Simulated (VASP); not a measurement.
Crystal: MoPt.

```
Mo Pt
1.0
     4.47661    0.00000    0.00000
     0.00000    2.73373    0.00000
     0.00000    0.00000    4.95840
Mo Pt
2 2
Cartesian
  1.1192 0.0000 0.8020
  3.3575 0.0000 4.1564
  1.1192 1.3669 3.2861
  3.3575 1.3669 1.6723
```

Base run:

| Item | Value |
| --- | --- |
| Program | VASP 6.6.1 |
| Functional | LDA |
| Potentials or basis | VASP PAW LDA potentials, release 64 (Mo_sv, Pt) |
| Cutoff | 520 eV |
| k mesh | 5 × 8 × 4 |
| Occupations | fermi-dirac, width 0.5 eV |
| Spin | no spin polarisation |

Its results: band gap on the k mesh zero (band 24 reaches 12.92 eV, above the bottom of band 25 at 10.81 eV); pressure -4.4 GPa; largest force 0.264 eV/Å.

Q: The run is repeated on the same cell with these changes: occupations from fermi-dirac, width 0.5 eV to fermi-dirac, width 0.2 eV. What comes out?

A: Band gap on the k mesh zero (band 24 reaches 12.88 eV, above the bottom of band 25 at 10.80 eV); pressure -9.1 GPa; largest force 0.174 eV/Å.

Caveats: spin-orbit coupling is left out, which moves the levels of the heavy elements.
